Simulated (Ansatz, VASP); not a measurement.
Te2Mo in VASP and in Ansatz

```
CELL_PARAMETERS angstrom
3.55667 0.00000 0.00000
-1.77834 3.08017 0.00000
0.00000 0.00000 15.32269
ATOMIC_POSITIONS crystal
Te 0.33333 0.66667 0.63201
Te 0.66667 0.33333 0.13201
Te 0.33333 0.66667 0.86799
Te 0.66667 0.33333 0.36799
Mo 0.33333 0.66667 0.25000
Mo 0.66667 0.33333 0.75000
```

Alike in both runs: functional PBE; k mesh 12 × 12 × 2; occupations gaussian, width 0.02 eV; no spin polarisation.

Ansatz relaxed the structure, and its values are those at the end. VASP's run is a single point on that final structure, the one shown.

```csv
,VASP,Ansatz
version,VASP 6.6.1,Ansatz 0.2.0
potentials or method,"VASP PAW PBE potentials, release 64 (Te, Mo_sv), cutoff 520 eV","scalar-relativistic, plane waves, PAW"
valence electrons in the cell,52,92
```

```tsv
	VASP	Ansatz	Ansatz less VASP
gap on the k mesh at the Fermi level (eV)	1.02	1.02	-0.004
least direct gap on the mesh (eV)	1.03	1.03	+0.001
pressure (GPa)	0.0	0.0	-0.01
rms of the force components (eV/Å)	0.007	0.001	-0.0058
```

The functional is the same, so the differences come from potentials, cutoffs and numerics. VASP's potentials hold 52 valence electrons a cell and Ansatz's 92, so a difference there can come from the potentials and not from the codes.

Neither program's run includes spin-orbit coupling.
